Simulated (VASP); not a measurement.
# Os (P6_3/mmc) in VASP: further runs, part 3 of 3

VASP 6.6.1. Earlier steps stand in the parts before.

### Step 5. Single point, PBE (equal xx and yy strain of -1 %)

The input, INCAR:

```
ALGO     = Normal         # electronic algorithm
EDIFF    = 1E-6           # SCF threshold, eV
ENCUT    = 600            # plane-wave cutoff, eV
GGA      = PE             # functional
GGA_COMPAT= F            
ISIF     = 2              # what is computed and relaxed
ISMEAR   = -1             # smearing method
LASPH    = T              # aspherical terms in the spheres
LCHARG   = F              # write CHGCAR
LREAL    = F              # projectors in reciprocal space
LWAVE    = F              # write WAVECAR
NBANDS   = 15             # bands
NELM     = 120            # most SCF steps
PREC     = Accurate       # precision mode
SIGMA    = 0.05           # smearing width, eV
```

The input, KPOINTS:

```
k-points
0
Gamma
  15 15 9
```

The input, POSCAR:

```
Os
1.0
    2.7067589757      0.0000000000      0.0000000000
   -1.3533794879      2.3441220350      0.0000000000
    0.0000000000      0.0000000000      4.3197000000
Os
2
Direct
    0.3333333333      0.6666666667      0.2500000000
    0.6666666667      0.3333333333      0.7500000000
```

Potentials or basis: VASP PAW PBE potentials, release 64 (Os).

Command:

```sh
> cat potpaw_PBE.64/Os/POTCAR > POTCAR
> mpirun -np 1 vasp_std > vasp.out
```

OUTCAR:

```text
EDIFF = 1E-6
   ENCUT = 600
   GGA = PE
   ISIF = 2
   ISMEAR = -1
   LASPH = T
   LREAL = F
   NELM = 120
   PREC = Accurate

 ion  position               nearest neighbor table
   1  0.333  0.667  0.250-   2 2.67   2 2.67   2 2.67   2 2.67   2 2.67   2 2.67
   2  0.667  0.333  0.750-   1 2.67   1 2.67   1 2.67   1 2.67   1 2.67   1 2.67

  LATTYP: Found a hexagonal cell.
 ALAT       =     2.7067589757
 C/A-ratio  =     1.5958938490

  Lattice vectors:

 A1 = (   2.7067589757,   0.0000000000,   0.0000000000)
 A2 = (  -1.3533794879,   2.3441220350,   0.0000000000)
 A3 = (   0.0000000000,   0.0000000000,   4.3197000000)

Analysis of symmetry for initial positions (statically):
=====================================================================
 Subroutine PRICEL returns:
 Original cell was already a primitive cell.

 Routine SETGRP: Setting up the symmetry group for a
 hexagonal supercell.

 Subroutine GETGRP returns: Found 24 space group operations
 (whereof 12 operations were pure point group operations)
 out of a pool of 24 trial point group operations.

The static configuration has the point symmetry D_3d.
 The point group associated with its full space group is D_6h.

Analysis of symmetry for dynamics (positions and initial velocities):
=====================================================================
 Subroutine PRICEL returns:
 Original cell was already a primitive cell.

 Routine SETGRP: Setting up the symmetry group for a
 hexagonal supercell.

 Subroutine GETGRP returns: Found 24 space group operations
 (whereof 12 operations were pure point group operations)
 out of a pool of 24 trial point group operations.

The dynamic configuration has the point symmetry D_3d.
 The point group associated with its full space group is D_6h.

 Subroutine INISYM returns: Found 24 space group operations
 (whereof 12 operations are pure point group operations),
 and found     1 'primitive' translations

----------------------------------------------------------------------------------------

                                     Primitive cell

  volume of cell :      27.4084

  direct lattice vectors                    reciprocal lattice vectors
     2.706758976  0.000000000  0.000000000     0.369445528  0.213299475  0.000000000
    -1.353379488  2.344122035  0.000000000     0.000000000  0.426598951  0.000000000
     0.000000000  0.000000000  4.319700000     0.000000000  0.000000000  0.231497558

  length of vectors
     2.706758976  2.706758976  4.319700000     0.426598951  0.426598951  0.231497558

  position of ions in fractional coordinates (direct lattice)
     0.333333333  0.666666667  0.250000000
     0.666666667  0.333333333  0.750000000

  ion indices of the primitive-cell ions
   primitive index   ion index
                 1           1
                 2           2

----------------------------------------------------------------------------------------

 KPOINTS: k-points

Automatic generation of k-mesh.
 Grid dimensions read from file:
 generate k-points for:   15   15    9

 Generating k-lattice:

  Cartesian coordinates                     Fractional coordinates (reciprocal lattice)
     0.024629702  0.014219965  0.000000000     0.066666667  0.000000000  0.000000000
     0.000000000  0.028439930  0.000000000     0.000000000  0.066666667  0.000000000
     0.000000000  0.000000000  0.025721951     0.000000000  0.000000000  0.111111111

  Length of vectors
     0.028439930  0.028439930  0.025721951

  Shift w.r.t. Gamma in fractional coordinates (k-lattice)
     0.000000000  0.000000000  0.000000000

 Subroutine IBZKPT returns following result:
 ===========================================

 Found    135 irreducible k-points:

 Following reciprocal coordinates:
            Coordinates               Weight
  0.000000  0.000000  0.000000      1.000000
  0.066667  0.000000  0.000000      6.000000
  0.133333  0.000000  0.000000      6.000000
  0.200000 -0.000000  0.000000      6.000000
  0.266667  0.000000  0.000000      6.000000
  0.333333 -0.000000  0.000000      6.000000
[... 16 lines left out ...]
  0.333333  0.200000  0.000000     12.000000
  0.400000  0.200000  0.000000      6.000000
 [... further k-points ...]
   k-points           NKPTS =    135   k-points in BZ     NKDIM =    135   number of bands    NBANDS=     15
   number of dos      NEDOS =    301   number of ions     NIONS =      2
   total plane-waves  NPLWV =  20736
   dimension x,y,z NGX =    24 NGY =   24 NGZ =   36
   dimension x,y,z NGXF=    48 NGYF=   48 NGZF=   72
   ions per type =               2
   NGX,Y,Z   is equivalent  to a cutoff of  14.74, 14.74, 13.85 a.u.
   NGXF,Y,Z  is equivalent  to a cutoff of  29.48, 29.48, 27.71 a.u.
 SYSTEM =  unknown system
   PREC   = accura    normal or accurate (medium, high low for compatibility)
   ISTART =      0    job   : 0-new  1-cont  2-samecut
   ICHARG =      2    charge: 1-file 2-atom 10-const
   ISPIN  =      1    spin polarized calculation?
   LNONCOLLINEAR =      F non collinear calculations
   LSORBIT =      F    spin-orbit coupling
   LASPH  =      T    aspherical Exc in radial PAW
   ENCUT  =  600.0 eV  44.10 Ry    6.64 a.u.   5.41  5.41  8.63*2*pi/ulx,y,z
   NELM   =    120;   NELMIN=  2; NELMDL= -5     # of ELM steps
   EDIFF  = 0.1E-05   stopping-criterion for ELM
   LREAL  =      F    real-space projection
   EDIFFG = 0.1E-04   stopping-criterion for IOM
   NSW    =      0    number of steps for IOM
   IBRION =     -1    ionic relax: 0-MD 1-quasi-New 2-CG
   NFREE  =      0    steps in history (QN), initial steepest desc. (CG)
   ISIF   =      2    stress and relaxation
   ISYM   =      2    0-nonsym 1-usesym 2-fastsym
   POTIM  = 0.5000    time-step for ionic-motion
   TEBEG  =    0.0;   TEEND  =   0.0 temperature during run
   PSTRESS=    0.0 pullay stress
   NELECT =      16.0000    total number of electrons
   NUPDOWN=      -1.0000    fix difference up-down
   EMIN   =  10.00;   EMAX   =-10.00  energy-range for DOS
   EFERMI =   0.00;   METHOD = LEGACY
   ISMEAR =    -1;   SIGMA  =   0.05  broadening in eV -4-tet -1-fermi 0-gaus
   EFERMI_NEDOS =   21; number of points for ismear=-14 and -15
   IALGO  =     38    algorithm
   IMIX   =      4    mixing-type and parameters
     AMIX     =   0.40;   BMIX     =  1.00
     AMIX_MAG =   1.60;   BMIX_MAG =  1.00
  volume/ion in A,a.u.               =      13.70        92.48
  Fermi-wavevector in a.u.,A,eV,Ry     =   1.368213  2.585548 25.470197  1.872007
  Thomas-Fermi vector in A             =   2.494197
   LORBIT       =      0    0 simple, 1 ext, 2 COOP (PROOUT), +10 PAW based schemes
   GGA     = PE    functional components
   LHFCALC =     F    Hartree Fock is set to
   AEXX    =    0.0000 exact exchange contribution
   IVDW    =     0    specifies the selected vdW correction
   LEPSILON=     F    determine dielectric tensor
   LRPA    =     F    only Hartree local field effects (RPA)
 non-spin polarized calculation
  energy-cutoff  :      600.00
  volume of cell :       27.41
 maximum number of plane-waves:       941
 NGX is ok and might be reduce to    24
   NGX = 11   NGY = 11   NGZ = 17

 number of electron      16.0000000 magnetization

 Free energy of the ion-electron system (eV)
  ---------------------------------------------------
  ext. energy  EPLUGINS =         0.00000000
  ---------------------------------------------------
  free energy    TOTEN  =       -22.44440590 eV

  energy without entropy =      -22.43628248  energy(sigma->0) =      -22.44034419

 E-fermi :   9.7770     XC(G=0): -14.1775

 val. band max:        9.7478527890   @ k =   0.0667   0.0667   0.3333
 cond. band min:       9.7788949071   @ k =   0.1333   0.0000   0.3333
 fundamental gap:      0.0310421181
 Fermi energy:         9.7770364660

 k-point     1 :       0.0000    0.0000    0.0000
  band No.  band energies     occupation
      1      -1.3492      2.00000
      2       1.7786      2.00000
      3       6.6468      2.00000
      4       6.6468      2.00000
      5       6.7792      2.00000
      6       7.4890      2.00000
      7       7.4890      2.00000
      8       8.2732      2.00000
      9       8.2732      2.00000
     10       9.6954      1.67325
     11      11.5328      0.00000
     12      11.5328      0.00000
     13      18.9800      0.00000
     14      23.8597      0.00000
[... 401 lines left out ...]
      2       3.5207      2.00000
      3       3.5978      2.00000
      4       5.7501      2.00000
      5       6.0134      2.00000
      6       6.7221      2.00000
      7       8.0431      2.00000
      8      11.2244      0.00000
      9      11.8763      0.00000
     10      12.0009      0.00000
     11      15.1019      0.00000
     12      15.7937      0.00000
     13      18.2787      0.00000
     14      21.3559      0.00000
     15      23.8359      0.00000

 [... further k-points ...]
[... 5 lines left out ...]
  --------------------------------------------------------------------------------------
  -------------------------------------------------------------------------------------
  Total        3.4069696      3.4069696      2.4928447     -0.0000000      0.0000000      0.0000000
  in kB      199.1569432    199.1569432    145.7210905     -0.0000000      0.0000000      0.0000000
  external PRESSURE =     181.3449923 kB  Pullay stress =       0.0000000 kB

 VOLUME and BASIS-vectors are now :
 -----------------------------------------------------------------------------
  energy-cutoff  :      600.00
  volume of cell :       27.41
      direct lattice vectors                 reciprocal lattice vectors
     2.706758976  0.000000000  0.000000000     0.369445528  0.213299475  0.000000000
    -1.353379488  2.344122035  0.000000000     0.000000000  0.426598951  0.000000000
     0.000000000  0.000000000  4.319700000     0.000000000  0.000000000  0.231497558

 POSITION                                       TOTAL-FORCE (eV/Angst)
 -----------------------------------------------------------------------------------
     -0.00000      1.56275      1.07993         0.000000     -0.000000      0.000000
      1.35338      0.78137      3.23977        -0.000000      0.000000      0.000000
 -----------------------------------------------------------------------------------
    total drift:                               -0.000000      0.000000     -0.000000

  FREE ENERGIE OF THE ION-ELECTRON SYSTEM (eV)
  ---------------------------------------------------
  free  energy   TOTEN  =       -22.4444058985 eV

  energy  without entropy=      -22.4362824813  energy(sigma->0) =      -22.44034419
```

Run time: 80 s. Hardware: 1 thread of Intel Xeon 8259CL, shared host; peak memory 0.2 GiB.

What came out:

```
Free energy            : -22.4444 eV
Pressure               : 18.1 GPa
Band gap on the k mesh : zero (bands 8 and 9 overlap by 4.02 eV)
```

Caveat: the cell differs from its parent crystal (equal xx and yy strain of -1 %); the cell stands under pressure; spin-orbit coupling is left out, which moves the levels of the heavy elements.

### Step 6. The runs side by side

```tsv
cell	gap on the mesh (eV)	pressure (GPa)
a = 2.652, b = 2.652, c = 4.320 Å, angles 90.0, 90.0, 120.0°, 2 atoms	none	40.3
a = 2.734, b = 2.734, c = 4.190 Å, angles 90.0, 90.0, 120.0°, 2 atoms	none	24.7
a = 2.734, b = 2.734, c = 4.233 Å, angles 90.0, 90.0, 120.0°, 2 atoms	none	19.0
a = 2.707, b = 2.707, c = 4.320 Å, angles 90.0, 90.0, 120.0°, 2 atoms	none	18.1
```

Alike in all rows: task single point; level PBE; potentials or basis VASP PAW PBE potentials, release 64 (Os); no spin polarisation; k mesh 15 × 15 × 9; cutoff (eV) 600; smearing fermi-dirac 0.05 eV.

Caveats: the cell stands under pressure; spin-orbit coupling is left out, which moves the levels of the heavy elements.

Absolute energies hang on the potentials; compare differences alone.
